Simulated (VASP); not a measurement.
# SnGe31 (a cell with a defect) in VASP: single point with PBE

Aim: the single point of SnGe31 (a cell with a defect) with PBE.

Program: VASP 6.6.1. These are calculated values, not measurements. Logs are shortened: lines on timing, memory, paths and dates and some standing lists are left out, and cuts for length are marked.

## Step 1: The cell of the first run

The cell holds a defect, 32 atoms: a = 9.978 Å, b = 9.978 Å, c = 9.978 Å, α = 109.47°, β = 109.47°, γ = 109.47°.

## Step 2: Single point, PBE

Contents of INCAR:

```
SYSTEM = SnGe31
PREC     = Accurate       ! precision mode
ENCUT    = 520            ! plane-wave cutoff, eV
EDIFF    = 1E-6           ! SCF threshold, eV
ISMEAR   = 0              ! smearing method
SIGMA    = 0.1            ! smearing width, eV
LREAL    = Auto         
LASPH    = .TRUE.         ! aspherical terms in the spheres
NELM     = 100            ! most SCF steps
ALGO     = Normal         ! electronic algorithm
ISIF     = 2              ! what is computed and relaxed
LWAVE    = .FALSE.        ! write WAVECAR
LCHARG   = .TRUE.         ! write CHGCAR
GGA      = PE             ! functional
LELF     = .TRUE.         ! ELF
LVHAR    = .TRUE.       
NBANDS   = 246            ! bands
LUSENCCL = .FALSE.
```

Contents of KPOINTS:

```
Automatic mesh
0
G
  3 3 3
  0 0 0
```

Contents of POSCAR:

```
SnGe31
1.0
    5.7610728662     -5.7610728662     -5.7610728662
   -5.7610728662      5.7610728662     -5.7610728662
    5.7610728662      5.7610728662      5.7610728662
Sn Ge
1 31
Direct
    0.0000000000      0.2500000000      0.7500000000
    0.0000000000     -0.0015330524      0.0022913984
    0.7484669476      0.5022913984      0.7500000000
    0.0000000000      0.7500000000      0.2500000000
    0.7484669476      0.2500000000      0.0022913984
    0.0000000000      0.5022913984      0.4984669476
    0.7477086016     -0.0022913984      0.2461755492
    0.5000000000      0.7500000000      0.7500000000
    0.5038244508      0.5015330524      0.0015330524
    0.7477086016      0.7461755492      0.4977086016
    0.2522913984     -0.0015330524      0.7500000000
    0.5000000000      0.2500000000      0.2500000000
    0.4961755492     -0.0022913984      0.4977086016
    0.2515330524      0.7538244508      0.0015330524
    0.2515330524      0.5015330524      0.2538244508
    0.2522913984      0.2500000000      0.4984669476
    0.7489407077      0.2500000000      0.2511652788
    0.7371454503     -0.0128545497      0.4871454503
    0.4988347212      0.4977754289      0.2488347212
    0.7489407077      0.7511652788      0.7500000000
    0.5011652788      0.2500000000      0.4989407077
    0.7522245711      0.5010592923      0.0010592923
    0.5011652788     -0.0010592923      0.7500000000
    0.2477754289      0.7488347212      0.2488347212
    0.2510592923      0.5010592923      0.5022245711
    0.4988347212      0.7488347212     -0.0022245711
    0.0000000000     -0.0010592923      0.2511652788
    0.2628545497      0.2500000000      0.7500000000
    0.2510592923      0.0022245711      0.0010592923
    0.0000000000      0.7511652788      0.4989407077
    0.0000000000      0.5128545497      0.7500000000
    0.0000000000      0.2500000000      0.0128545497
```

Potentials or basis: VASP PAW PBE potentials, release 64 (Sn_d, Ge_d).

Started as:

```bash
$ cat potpaw_PBE.64/Sn_d/POTCAR potpaw_PBE.64/Ge_d/POTCAR > POTCAR
$ mpirun -np 1 vasp_std > vasp.out
```

OUTCAR:

```text
SYSTEM = SnGe31
   PREC = Accurate
   ENCUT = 520
   EDIFF = 1E-6
   ISMEAR = 0
   LREAL = Auto
   LASPH = .TRUE.
   NELM = 100
   ISIF = 2
   GGA = PE

 ion  position               nearest neighbor table
   1  0.000  0.250  0.750-  18 2.62  28 2.62  31 2.62  32 2.62
   2  0.000  0.998  0.002-  32 2.48  27 2.48  29 2.50  20 2.50
   3  0.748  0.502  0.750-  31 2.48  20 2.48  21 2.50  22 2.50
   4  0.000  0.750  0.250-  22 2.48  24 2.48  27 2.48  30 2.48
   5  0.748  0.250  0.002-  32 2.48  17 2.48  23 2.50  22 2.50
   6  0.000  0.502  0.498-  31 2.48  30 2.48  17 2.50  25 2.50
[... 24 lines left out ...]
  31  0.000  0.513  0.750-   3 2.48   6 2.48  14 2.48   1 2.62
  32  0.000  0.250  0.013-   2 2.48   5 2.48  15 2.48   1 2.62

  LATTYP: Found a body centered cubic cell.
 ALAT       =    11.5221457324

  Lattice vectors:

 A1 = (   5.7610728662,  -5.7610728662,  -5.7610728662)
 A2 = (  -5.7610728662,   5.7610728662,  -5.7610728662)
 A3 = (   5.7610728662,   5.7610728662,   5.7610728662)

Analysis of symmetry for initial positions (statically):
=====================================================================
 Subroutine PRICEL returns:
 Original cell was already a primitive cell.

 Routine SETGRP: Setting up the symmetry group for a
 body centered cubic supercell.

 Subroutine GETGRP returns: Found 24 space group operations
 (whereof  2 operations were pure point group operations)
 out of a pool of 48 trial point group operations.

The static configuration has the point symmetry C_1h.
 The point group associated with its full space group is T_d .

Analysis of symmetry for dynamics (positions and initial velocities):
=====================================================================
 Subroutine PRICEL returns:
 Original cell was already a primitive cell.

 Routine SETGRP: Setting up the symmetry group for a
 body centered cubic supercell.

 Subroutine GETGRP returns: Found 24 space group operations
 (whereof  2 operations were pure point group operations)
 out of a pool of 48 trial point group operations.

The dynamic configuration has the point symmetry C_1h.
 The point group associated with its full space group is T_d .

 Subroutine INISYM returns: Found 24 space group operations
 (whereof  2 operations are pure point group operations),
 and found     1 'primitive' translations

----------------------------------------------------------------------------------------

                                     Primitive cell

  volume of cell :     764.8391

  direct lattice vectors                    reciprocal lattice vectors
     5.761072866 -5.761072866 -5.761072866     0.086789390  0.000000000 -0.086789390
    -5.761072866  5.761072866 -5.761072866     0.000000000  0.086789390 -0.086789390
     5.761072866  5.761072866  5.761072866     0.086789390  0.086789390  0.000000000

  length of vectors
     9.978470910  9.978470910  9.978470910     0.122738732  0.122738732  0.122738732

  position of ions in fractional coordinates (direct lattice)
     0.000000000  0.250000000  0.750000000
     0.000000000  0.998466948  0.002291398
     0.748466948  0.502291398  0.750000000
     0.000000000  0.750000000  0.250000000
     0.748466948  0.250000000  0.002291398
     0.000000000  0.502291398  0.498466948
[... 24 lines left out ...]
     0.000000000  0.512854550  0.750000000
     0.000000000  0.250000000  0.012854550

  ion indices of the primitive-cell ions
   primitive index   ion index
                 1           1
                 2           2
                 3           3
                 4           4
                 5           5
                 6           6
[... 24 lines left out ...]
                31          31
                32          32

----------------------------------------------------------------------------------------

 KPOINTS: Automatic mesh

Automatic generation of k-mesh.
 Grid dimensions read from file:
 generate k-points for:    3    3    3

 Generating k-lattice:

  Cartesian coordinates                     Fractional coordinates (reciprocal lattice)
     0.028929797  0.000000000 -0.028929797     0.333333333  0.000000000  0.000000000
     0.000000000  0.028929797 -0.028929797     0.000000000  0.333333333  0.000000000
     0.028929797  0.028929797  0.000000000     0.000000000  0.000000000  0.333333333

  Length of vectors
     0.040912911  0.040912911  0.040912911

  Shift w.r.t. Gamma in fractional coordinates (k-lattice)
     0.000000000  0.000000000  0.000000000

 Subroutine IBZKPT returns following result:
 ===========================================

 Found      4 irreducible k-points:

 Following reciprocal coordinates:
            Coordinates               Weight
  0.000000  0.000000  0.000000      1.000000
  0.333333  0.000000  0.000000     12.000000
  0.333333  0.333333  0.000000      8.000000
 -0.333333  0.333333  0.333333      6.000000
   k-points           NKPTS =      4   k-points in BZ     NKDIM =      4   number of bands    NBANDS=    246
   number of dos      NEDOS =    301   number of ions     NIONS =     32
   total plane-waves  NPLWV = 512000
   dimension x,y,z NGX =    80 NGY =   80 NGZ =   80
   dimension x,y,z NGXF=   160 NGYF=  160 NGZF=  160
   ions per type =               1  31
   NGX,Y,Z   is equivalent  to a cutoff of  13.33, 13.33, 13.33 a.u.
   NGXF,Y,Z  is equivalent  to a cutoff of  26.66, 26.66, 26.66 a.u.
 SYSTEM =  SnGe31
   PREC   = accura    normal or accurate (medium, high low for compatibility)
   ISTART =      0    job   : 0-new  1-cont  2-samecut
   ICHARG =      2    charge: 1-file 2-atom 10-const
   ISPIN  =      1    spin polarized calculation?
   LNONCOLLINEAR =      F non collinear calculations
   LSORBIT =      F    spin-orbit coupling
   LASPH  =      T    aspherical Exc in radial PAW
   ENCUT  =  520.0 eV  38.22 Ry    6.18 a.u.  18.55 18.55 18.55*2*pi/ulx,y,z
   NELM   =    100;   NELMIN=  2; NELMDL= -5     # of ELM steps
   EDIFF  = 0.1E-05   stopping-criterion for ELM
   LREAL  =      T    real-space projection
   EDIFFG = 0.1E-04   stopping-criterion for IOM
   NSW    =      0    number of steps for IOM
   IBRION =     -1    ionic relax: 0-MD 1-quasi-New 2-CG
   NFREE  =      0    steps in history (QN), initial steepest desc. (CG)
   ISIF   =      2    stress and relaxation
   ISYM   =      2    0-nonsym 1-usesym 2-fastsym
   POTIM  = 0.5000    time-step for ionic-motion
   TEBEG  =    0.0;   TEEND  =   0.0 temperature during run
   PSTRESS=    0.0 pullay stress
   NELECT =     448.0000    total number of electrons
   NUPDOWN=      -1.0000    fix difference up-down
   EMIN   =  10.00;   EMAX   =-10.00  energy-range for DOS
   EFERMI =   0.00;   METHOD = LEGACY
   ISMEAR =     0;   SIGMA  =   0.10  broadening in eV -4-tet -1-fermi 0-gaus
   EFERMI_NEDOS =   21; number of points for ismear=-14 and -15
   IALGO  =     38    algorithm
   IMIX   =      4    mixing-type and parameters
     AMIX     =   0.40;   BMIX     =  1.00
     AMIX_MAG =   1.60;   BMIX_MAG =  1.00
  volume/ion in A,a.u.               =      23.90       161.29
  Fermi-wavevector in a.u.,A,eV,Ry     =   1.369759  2.588469 25.527788  1.876239
  Thomas-Fermi vector in A             =   2.495606
   LORBIT       =      0    0 simple, 1 ext, 2 COOP (PROOUT), +10 PAW based schemes
   GGA     = PE    functional components
   LHFCALC =     F    Hartree Fock is set to
   AEXX    =    0.0000 exact exchange contribution
   IVDW    =     0    specifies the selected vdW correction
   LEPSILON=     F    determine dielectric tensor
   LRPA    =     F    only Hartree local field effects (RPA)
 non-spin polarized calculation
 Gauss-broadening in eV      SIGMA  =   0.10
  energy-cutoff  :      520.00
  volume of cell :      764.84
 maximum number of plane-waves:     20785
 NGX is ok and might be reduce to    80
   NGX = 37   NGY = 37   NGZ = 37

 number of electron     448.0000034 magnetization

 Free energy of the ion-electron system (eV)
  ---------------------------------------------------
  ext. energy  EPLUGINS =         0.00000000
  ---------------------------------------------------
  free energy    TOTEN  =      -143.65135756 eV

  energy without entropy =     -143.64491088  energy(sigma->0) =     -143.64813422

 E-fermi :   4.6958     XC(G=0):  -9.7004

 val. band max:        4.6630299362   @ k =   0.0000   0.0000   0.0000
 cond. band min:       4.9152878498   @ k =   0.3333   0.3333   0.0000
 fundamental gap:      0.2522579136
 Fermi energy:         4.6958253926

 k-point     1 :       0.0000    0.0000    0.0000
  band No.  band energies     occupation
      1     -20.1613      2.00000
      2     -20.1556      2.00000
      3     -20.1556      2.00000
      4     -20.1556      2.00000
      5     -20.1554      2.00000
      6     -20.1554      2.00000
[... 228 lines left out ...]
    235       6.4415      0.00000
    236       6.4415      0.00000

 k-point     2 :       0.3333    0.0000    0.0000
  band No.  band energies     occupation
      1     -20.1640      2.00000
      2     -20.1616      2.00000
      3     -20.1584      2.00000
      4     -20.1578      2.00000
      5     -20.1575      2.00000
      6     -20.1567      2.00000
[... 228 lines left out ...]
    235       6.4317      0.00000
    236       6.4967      0.00000

 k-point     3 :       0.3333    0.3333    0.0000
  band No.  band energies     occupation
      1     -20.1625      2.00000
      2     -20.1625      2.00000
      3     -20.1624      2.00000
      4     -20.1609      2.00000
      5     -20.1573      2.00000
      6     -20.1573      2.00000
[... 228 lines left out ...]
    235       6.3521      0.00000
    236       6.3596      0.00000

 k-point     4 :      -0.3333    0.3333    0.3333
  band No.  band energies     occupation
      1     -20.1642      2.00000
      2     -20.1624      2.00000
      3     -20.1624      2.00000
      4     -20.1622      2.00000
      5     -20.1589      2.00000
      6     -20.1568      2.00000
[... 228 lines left out ...]
    235       6.6010      0.00000
    236       7.0841      0.00000
 [bands above 236 left out]

------------------------ aborting loop because EDIFF is reached ----------------------------------------

  FORCE on cell =-STRESS in cart. coord.  units (eV):
  Direction    XX          YY          ZZ          XY          YZ          ZX
  --------------------------------------------------------------------------------------
  -------------------------------------------------------------------------------------
  Total        4.0815017      4.0815017      4.0815017      0.0000000     -0.0000000      0.0000000
  in kB        8.5498887      8.5498887      8.5498887      0.0000000     -0.0000000      0.0000000
  external PRESSURE =       8.5498887 kB  Pullay stress =       0.0000000 kB

 VOLUME and BASIS-vectors are now :
 -----------------------------------------------------------------------------
  energy-cutoff  :      520.00
  volume of cell :      764.84
      direct lattice vectors                 reciprocal lattice vectors
     5.761072866 -5.761072866 -5.761072866     0.086789390  0.000000000 -0.086789390
    -5.761072866  5.761072866 -5.761072866     0.000000000  0.086789390 -0.086789390
     5.761072866  5.761072866  5.761072866     0.086789390  0.086789390  0.000000000

 POSITION                                       TOTAL-FORCE (eV/Angst)
 -----------------------------------------------------------------------------------
      2.88054      5.76107      2.88054        -0.000000      0.000000      0.000000
     -5.73904      5.76544     -5.73904        -0.000442     -0.000519     -0.000442
      5.73904      2.90257     -2.88491         0.000442     -0.000442      0.000519
     -2.88054      5.76107     -2.88054        -0.000000      0.000000      0.000000
      2.88491     -2.85850     -5.73904        -0.000519     -0.000442     -0.000442
     -0.02203      5.76544     -0.02203         0.000442     -0.000519      0.000442
[... 24 lines left out ...]
      1.36621      7.27540      1.36621        -0.001453      0.001453     -0.001453
     -1.36621      1.51432     -1.36621         0.001453      0.001453      0.001453
 -----------------------------------------------------------------------------------
    total drift:                                0.000003      0.000003     -0.000003

  FREE ENERGIE OF THE ION-ELECTRON SYSTEM (eV)
  ---------------------------------------------------
  free  energy   TOTEN  =      -143.6513575566 eV

  energy  without entropy=     -143.6449108777  energy(sigma->0) =     -143.64813422
```

Run time: 3 min. Hardware: 1 × NVIDIA H100 80GB with 1 thread of Intel Xeon Platinum 8481C at 2.70GHz (Sapphire Rapids), shared host; peak memory 2 GiB.

Results:

```yaml
Free_energy: -143.6514 eV
Pressure: 0.9 GPa
Band_gap_on_the_k_mesh: zero (filled and empty bands touch)
```

Forces in eV/Å, atoms in the order of the input:
```
Sn   0.000  0.000  0.000
Ge   0.000 -0.001  0.000
Ge   0.000  0.000  0.001
Ge   0.000  0.000  0.000
Ge  -0.001  0.000  0.000
Ge   0.000 -0.001  0.000
Ge   0.000  0.000 -0.001
Ge   0.000  0.000  0.000
Ge   0.000  0.001  0.000
Ge   0.001  0.000  0.000
Ge   0.000  0.000  0.001
Ge   0.000  0.000  0.000
Ge   0.000  0.001  0.000
Ge   0.001  0.000  0.000
Ge   0.000  0.000 -0.001
Ge  -0.001  0.000  0.000
Ge  -0.001  0.000  0.000
Ge  -0.001 -0.001  0.001
Ge   0.001  0.000  0.000
Ge   0.000  0.000  0.001
Ge  -0.001  0.000  0.000
Ge   0.000  0.001  0.000
Ge   0.000  0.000  0.001
Ge   0.000  0.001  0.000
Ge   0.000  0.000 -0.001
Ge   0.000  0.000 -0.001
Ge   0.000 -0.001  0.000
Ge   0.001 -0.001 -0.001
Ge   0.001  0.000  0.000
Ge   0.000 -0.001  0.000
Ge  -0.001  0.001 -0.001
Ge   0.001  0.001  0.001
```

Caveat: spin-orbit coupling is left out, which moves the levels of the heavy elements.

The gap in the log of VASP goes by the Fermi energy; the results here count the filled bands.